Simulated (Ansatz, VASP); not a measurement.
LiCl: VASP beside Ansatz

```
CELL_PARAMETERS angstrom
0.00000 2.56477 2.56477
2.56477 0.00000 2.56477
2.56477 2.56477 0.00000
ATOMIC_POSITIONS crystal
Cl 0.50000 0.50000 0.50000
Li 0.00000 0.00000 0.00000
```

Alike in both runs: task relaxation of cell and atoms; functional B3LYP; k mesh 5 × 5 × 5; occupations fermi-dirac, width 0.05 eV; no spin polarisation.

|  | VASP | Ansatz |
| --- | --- | --- |
| version | VASP 6.6.1 | Ansatz 0.2.0 |
| potentials or method | VASP PAW PBE potentials, release 64 (Cl, Li_sv) | Ansatz PAW |
| plane-wave cutoff (eV) | 600 | 420 |
| valence electrons in the cell | 10 | 10 |

|  | VASP | Ansatz | Ansatz less VASP |
| --- | --- | --- | --- |
| gap on the k mesh at the Fermi level, each at its own relaxed structure (eV) | 8.03 | 7.98 | -0.058 |
| relaxed volume (Å³/atom) | 17.29 | 17.35 | +0.059 |
| relaxed length of the cell vector where the two differ most in proportion (Å) | 3.657 | 3.661 | +0.0041 |

VASP's potentials were made for PBE, not for B3LYP.

The k mesh is coarse, so the values compare programs but aren't converged. Noted on VASP's run: the cutoff is under 1.25 times that of the potentials, so the pressure is a little rough. Noted on Ansatz's run: odd divisions of the mesh miss points on the zone boundary, where band edges often lie, so the gap on the mesh can be too wide; the plane-wave basis is chosen anew once the cell has moved, so the energies of steps on either side of that aren't comparable.
